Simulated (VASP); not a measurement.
Wanted: the native input for a VASP 6.6.1 run.

| Item | Value |
| --- | --- |
| Task | single point |
| Functional | PBE |
| Potentials or basis | VASP PAW PBE potentials, release 64 (Li_sv, Nb_sv, O) |
| Cutoff | 520 eV |
| k mesh | 6 × 6 × 6 |
| Occupations | gaussian, width 0.05 eV |
| Spin | no spin polarisation |
| Dipole correction | no |
| Further INCAR settings | ALGO = Normal; EDIFF = 1e-07; NBANDS = 45 |

The structure of LiNbO3 lies in POSCAR:

```
LiNbO3
1.0
    2.6652887928      1.5388052020      4.4288215440
   -2.6652887928      1.5388052020      4.4288215440
    0.0000000000     -3.0776104039      4.4288215440
Li Nb O
2 2 6
Direct
    0.2815913687      0.2815913687      0.2815913687
    0.7815913687      0.7815913687      0.7815913687
    0.0004900497      0.0004900497      0.0004900497
    0.5004900497      0.5004900497      0.5004900497
    0.1104619503      0.3580262714      0.7211003599
    0.7211003599      0.1104619503      0.3580262714
    0.3580262714      0.7211003599      0.1104619503
    0.2211003599      0.8580262714      0.6104619503
    0.8580262714      0.6104619503      0.2211003599
    0.6104619503      0.2211003599      0.8580262714
```

The input as run:

INCAR

```
  PREC = Accurate
  ENCUT = 520
  EDIFF = 1E-7
  ISMEAR = 0
  SIGMA = 0.05
  LREAL = False
  LASPH = True
  NELM = 100
  ALGO = Normal
  ISIF = 2
  LWAVE = False
  LCHARG = False
  GGA = PE
  NBANDS = 45
```

KPOINTS

```
regular mesh
0
Gamma
  6 6 6
```

Potentials or basis: VASP PAW PBE potentials, release 64 (Li_sv, Nb_sv, O).

Command:

```console
$ cat potpaw_PBE.64/Li_sv/POTCAR potpaw_PBE.64/Nb_sv/POTCAR potpaw_PBE.64/O/POTCAR > POTCAR
$ mpirun -np 1 vasp_std > vasp.out
```

It gave:

```yaml
Largest_force: 0.281 eV/Å
Band_gap_on_the_k_mesh: 3.42 eV (least direct gap 3.49 eV)
```

Run time: 2.6 min on 1 thread of Intel(R) Xeon(R) Platinum 8488C (Sapphire Rapids), on a shared host, peak memory 0.31 GiB.
